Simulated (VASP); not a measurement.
# Pd (Fm-3m) in VASP: further runs, part 2 of 3

VASP 6.6.1.

**4. Single point, revPBE (volume scaled by 1.08)**

File INCAR:

```
ALGO = Normal
EDIFF = 1E-6
ENCUT = 500
GGA = RE
GGA_COMPAT = False
ISIF = 2
ISMEAR = -1
LASPH = True
LCHARG = True
LELF = True
LREAL = False
LVHAR = True
LWAVE = False
NBANDS = 11
NELM = 120
PREC = Accurate
SIGMA = 0.1
```

File KPOINTS:

```
k-points
0
Gamma
  22 22 22
```

File POSCAR:

```
Pd
1.0
    0.0000000000      2.0385993909      2.0385993909
    2.0385993909      0.0000000000      2.0385993909
    2.0385993909      2.0385993909      0.0000000000
Pd
1
Direct
    0.0000000000      0.0000000000      0.0000000000
```

Potentials or basis: VASP PAW PBE potentials, release 64 (Pd).

Command:

```sh
cat potpaw_PBE.64/Pd/POTCAR > POTCAR
mpirun -np 1 vasp_std > vasp.out
```

OUTCAR:

```text
EDIFF = 1E-6
   ENCUT = 500
   GGA = RE
   ISIF = 2
   ISMEAR = -1
   LASPH = True
   LREAL = False
   NELM = 120
   PREC = Accurate

 ion  position               nearest neighbor table
   1  0.000  0.000  0.000-

  LATTYP: Found a face centered cubic cell.
 ALAT       =     4.0771987818

  Lattice vectors:

 A1 = (   0.0000000000,   2.0385993909,   2.0385993909)
 A2 = (   2.0385993909,   0.0000000000,   2.0385993909)
 A3 = (   2.0385993909,   2.0385993909,   0.0000000000)

Analysis of symmetry for initial positions (statically):
=====================================================================
 Subroutine PRICEL returns:
 Original cell was already a primitive cell.

 Routine SETGRP: Setting up the symmetry group for a
 face centered cubic supercell.

 Subroutine GETGRP returns: Found 48 space group operations
 (whereof 48 operations were pure point group operations)
 out of a pool of 48 trial point group operations.

The static configuration has the point symmetry O_h .

Analysis of symmetry for dynamics (positions and initial velocities):
=====================================================================
 Subroutine PRICEL returns:
 Original cell was already a primitive cell.

 Routine SETGRP: Setting up the symmetry group for a
 face centered cubic supercell.

 Subroutine GETGRP returns: Found 48 space group operations
 (whereof 48 operations were pure point group operations)
 out of a pool of 48 trial point group operations.

The dynamic configuration has the point symmetry O_h .

 Subroutine INISYM returns: Found 48 space group operations
 (whereof 48 operations are pure point group operations),
 and found     1 'primitive' translations

----------------------------------------------------------------------------------------

                                     Primitive cell

  volume of cell :      16.9444

  direct lattice vectors                    reciprocal lattice vectors
     0.000000000  2.038599391  2.038599391    -0.245266433  0.245266433  0.245266433
     2.038599391  0.000000000  2.038599391     0.245266433 -0.245266433  0.245266433
     2.038599391  2.038599391  0.000000000     0.245266433  0.245266433 -0.245266433

  length of vectors
     2.883014907  2.883014907  2.883014907     0.424813923  0.424813923  0.424813923

  position of ions in fractional coordinates (direct lattice)
     0.000000000  0.000000000  0.000000000

  ion indices of the primitive-cell ions
   primitive index   ion index
                 1           1

----------------------------------------------------------------------------------------

 KPOINTS: k-points

Automatic generation of k-mesh.
 Grid dimensions read from file:
 generate k-points for:   22   22   22

 Generating k-lattice:

  Cartesian coordinates                     Fractional coordinates (reciprocal lattice)
    -0.011148474  0.011148474  0.011148474     0.045454545  0.000000000  0.000000000
     0.011148474 -0.011148474  0.011148474     0.000000000  0.045454545  0.000000000
     0.011148474  0.011148474 -0.011148474     0.000000000  0.000000000  0.045454545

  Length of vectors
     0.019309724  0.019309724  0.019309724

  Shift w.r.t. Gamma in fractional coordinates (k-lattice)
     0.000000000  0.000000000  0.000000000

 Subroutine IBZKPT returns following result:
 ===========================================

 Found    328 irreducible k-points:

 Following reciprocal coordinates:
            Coordinates               Weight
  0.000000  0.000000  0.000000      1.000000
  0.045455  0.000000  0.000000      8.000000
  0.090909  0.000000  0.000000      8.000000
  0.136364  0.000000  0.000000      8.000000
  0.181818  0.000000  0.000000      8.000000
  0.227273  0.000000  0.000000      8.000000
[... 16 lines left out ...]
  0.500000  0.045455  0.000000     24.000000
 -0.454545  0.045455  0.000000     24.000000
 [... further k-points ...]
   k-points           NKPTS =    328   k-points in BZ     NKDIM =    328   number of bands    NBANDS=     11
   number of dos      NEDOS =    301   number of ions     NIONS =      1
   total plane-waves  NPLWV =  13824
   dimension x,y,z NGX =    24 NGY =   24 NGZ =   24
   dimension x,y,z NGXF=    48 NGYF=   48 NGZF=   48
   ions per type =               1
   NGX,Y,Z   is equivalent  to a cutoff of  13.84, 13.84, 13.84 a.u.
   NGXF,Y,Z  is equivalent  to a cutoff of  27.68, 27.68, 27.68 a.u.
 SYSTEM =  unknown system
   PREC   = accura    normal or accurate (medium, high low for compatibility)
   ISTART =      0    job   : 0-new  1-cont  2-samecut
   ICHARG =      2    charge: 1-file 2-atom 10-const
   ISPIN  =      1    spin polarized calculation?
   LNONCOLLINEAR =      F non collinear calculations
   LSORBIT =      F    spin-orbit coupling
   LASPH  =      T    aspherical Exc in radial PAW
   ENCUT  =  500.0 eV  36.75 Ry    6.06 a.u.   5.26  5.26  5.26*2*pi/ulx,y,z
   NELM   =    120;   NELMIN=  2; NELMDL= -5     # of ELM steps
   EDIFF  = 0.1E-05   stopping-criterion for ELM
   LREAL  =      F    real-space projection
   EDIFFG = 0.1E-04   stopping-criterion for IOM
   NSW    =      0    number of steps for IOM
   IBRION =     -1    ionic relax: 0-MD 1-quasi-New 2-CG
   NFREE  =      0    steps in history (QN), initial steepest desc. (CG)
   ISIF   =      2    stress and relaxation
   ISYM   =      2    0-nonsym 1-usesym 2-fastsym
   POTIM  = 0.5000    time-step for ionic-motion
   TEBEG  =    0.0;   TEEND  =   0.0 temperature during run
   PSTRESS=    0.0 pullay stress
   NELECT =      10.0000    total number of electrons
   NUPDOWN=      -1.0000    fix difference up-down
   EMIN   =  10.00;   EMAX   =-10.00  energy-range for DOS
   EFERMI =   0.00;   METHOD = LEGACY
   ISMEAR =    -1;   SIGMA  =   0.10  broadening in eV -4-tet -1-fermi 0-gaus
   EFERMI_NEDOS =   21; number of points for ismear=-14 and -15
   IALGO  =     38    algorithm
   IMIX   =      4    mixing-type and parameters
     AMIX     =   0.40;   BMIX     =  1.00
     AMIX_MAG =   1.60;   BMIX_MAG =  1.00
  volume/ion in A,a.u.               =      16.94       114.35
  Fermi-wavevector in a.u.,A,eV,Ry     =   1.373197  2.594967 25.656109  1.885671
  Thomas-Fermi vector in A             =   2.498736
   LORBIT       =      0    0 simple, 1 ext, 2 COOP (PROOUT), +10 PAW based schemes
   GGA     = RE    functional components
   LHFCALC =     F    Hartree Fock is set to
   AEXX    =    0.0000 exact exchange contribution
   IVDW    =     0    specifies the selected vdW correction
   LEPSILON=     F    determine dielectric tensor
   LRPA    =     F    only Hartree local field effects (RPA)
 non-spin polarized calculation
  energy-cutoff  :      500.00
  volume of cell :       16.94
 maximum number of plane-waves:       444
 NGX is ok and might be reduce to    24
   NGX = 11   NGY = 11   NGZ = 11

 number of electron      10.0000000 magnetization

 number of electron       9.9999999 magnetization

 Free energy of the ion-electron system (eV)
  ---------------------------------------------------
  ext. energy  EPLUGINS =         0.00000000
  ---------------------------------------------------
  free energy    TOTEN  =        -4.73977963 eV

  energy without entropy =       -4.66753270  energy(sigma->0) =       -4.70365616

 E-fermi :   7.7326     XC(G=0): -12.2497

 val. band max:        7.7258636527   @ k =  -0.4091   0.4091   0.0000
 cond. band min:       7.7364762601   @ k =  -0.2727   0.4091   0.1818
 fundamental gap:      0.0106126075
 Fermi energy:         7.7325860096

 k-point     1 :       0.0000    0.0000    0.0000
  band No.  band energies     occupation
      1       1.6124      2.00000
      2       5.4393      2.00000
      3       5.4393      2.00000
      4       5.4393      2.00000
      5       6.7116      1.99993
      6       6.7116      1.99993
      7      24.7328      0.00000
      8      28.7517      0.00000
      9      28.7517      0.00000
     10      28.7517      0.00000
     11      33.4508      0.00000
[... 309 lines left out ...]
 k-point    24 :      -0.4545    0.0455    0.0000
  band No.  band energies     occupation
      1       3.4617      2.00000
      2       5.3849      2.00000
      3       5.4440      2.00000
      4       7.4067      1.92595
      5       7.6149      1.52881
      6       9.1925      0.00000
      7      14.2492      0.00000
      8      24.0902      0.00000
      9      26.9978      0.00000
     10      27.4889      0.00000
     11      32.9463      0.00000

 [... further k-points ...]

------------------------ aborting loop because EDIFF is reached ----------------------------------------

  FORCE on cell =-STRESS in cart. coord.  units (eV):
  Direction    XX          YY          ZZ          XY          YZ          ZX
  --------------------------------------------------------------------------------------
  -------------------------------------------------------------------------------------
  Total       -1.0135025     -1.0135025     -1.0135025      0.0000000      0.0000000     -0.0000000
  in kB      -95.8318252    -95.8318252    -95.8318252      0.0000000      0.0000000     -0.0000000
  external PRESSURE =     -95.8318252 kB  Pullay stress =       0.0000000 kB

 VOLUME and BASIS-vectors are now :
 -----------------------------------------------------------------------------
  energy-cutoff  :      500.00
  volume of cell :       16.94
      direct lattice vectors                 reciprocal lattice vectors
     0.000000000  2.038599391  2.038599391    -0.245266433  0.245266433  0.245266433
     2.038599391  0.000000000  2.038599391     0.245266433 -0.245266433  0.245266433
     2.038599391  2.038599391  0.000000000     0.245266433  0.245266433 -0.245266433

 POSITION                                       TOTAL-FORCE (eV/Angst)
 -----------------------------------------------------------------------------------
      0.00000      0.00000      0.00000         0.000000      0.000000      0.000000
 -----------------------------------------------------------------------------------
    total drift:                               -0.000000      0.000000      0.000000

  FREE ENERGIE OF THE ION-ELECTRON SYSTEM (eV)
  ---------------------------------------------------
  free  energy   TOTEN  =        -4.7397796263 eV

  energy  without entropy=       -4.6675326994  energy(sigma->0) =       -4.70365616
```

OSZICAR:

```text
N       E                     dE             d eps       ncg     rms          rms(c)
DAV:   1     0.413442420024E+02    0.41344E+02   -0.49681E+03  7232   0.811E+02
DAV:   2    -0.435348000893E+01   -0.45698E+02   -0.43967E+02  8218   0.174E+02
DAV:   3    -0.493497461939E+01   -0.58149E+00   -0.57840E+00  8511   0.209E+01
DAV:   4    -0.493821451815E+01   -0.32399E-02   -0.32395E-02  8507   0.167E+00
DAV:   5    -0.493825859766E+01   -0.44080E-04   -0.44079E-04  9284   0.172E-01    0.507E+00
DAV:   6    -0.474472112675E+01    0.19354E+00   -0.98975E-01  8653   0.776E+00    0.262E+00
DAV:   7    -0.474132706951E+01    0.33941E-02   -0.23779E-03  8468   0.513E-01    0.150E+00
DAV:   8    -0.473976641594E+01    0.15607E-02   -0.85101E-04  8547   0.217E-01    0.216E-02
DAV:   9    -0.473977725876E+01   -0.10843E-04   -0.94400E-06  9274   0.257E-02    0.916E-03
DAV:  10    -0.473977968799E+01   -0.24292E-05   -0.14943E-06  8547   0.130E-02    0.642E-04
DAV:  11    -0.473977962629E+01    0.61693E-07   -0.12079E-08  5069   0.772E-04
   1 F= -.47397796E+01 E0= -.47036562E+01  d E =-.722469E-01
```

stdout:

```text
POSCAR found type information on POSCAR Pd
 POSCAR found :  1 types and       1 ions
 scaLAPACK will be used
 -----------------------------------------------------------------------------
|                                                                             |
|                                                                             |
|     You enforced a specific xc type in the INCAR file but a different       |
|     I HOPE YOU KNOW WHAT YOU ARE DOING!                                     |
|                                                                             |
 -----------------------------------------------------------------------------

 LDA part: xc-table for (Slater+PW92), standard interpolation
 POSCAR, INCAR and KPOINTS ok, starting setup
 FFT: planning ... GRIDC
 FFT: planning ... GRID_SOFT
 FFT: planning ... GRID
 WAVECAR not read
 entering main loop
```

It took 35 s on 1 thread of Intel Xeon 6975P-C (Granite Rapids), shared host; peak memory 0.18 GiB.

Results:

* Free energy: -4.7398 eV
* Pressure: -9.6 GPa
* Band gap on the k mesh: zero (band 5 reaches 7.92 eV, above the bottom of band 6 at 6.66 eV)

Levels at points of the mesh, in eV from the Fermi level:
```csv
k point,band 2,band 3,band 4,band 5,band 6,band 7,band 8,band 9
"(0.00, 0.00, 0.00)",-2.29,-2.29,-2.29,-1.02,-1.02,17.00,21.02,21.02
"(0.50, 0.00, 0.00)",-2.33,-2.33,-0.07,-0.07,1.31,6.30,16.32,19.73
"(0.50, 0.50, 0.00)",-4.11,-0.09,0.18,0.18,3.37,9.42,12.46,12.46
```

Caveat: the PAW data sets were made with another functional, which shifts forces and pressure a little.

(Continued in part 3 of 3.)
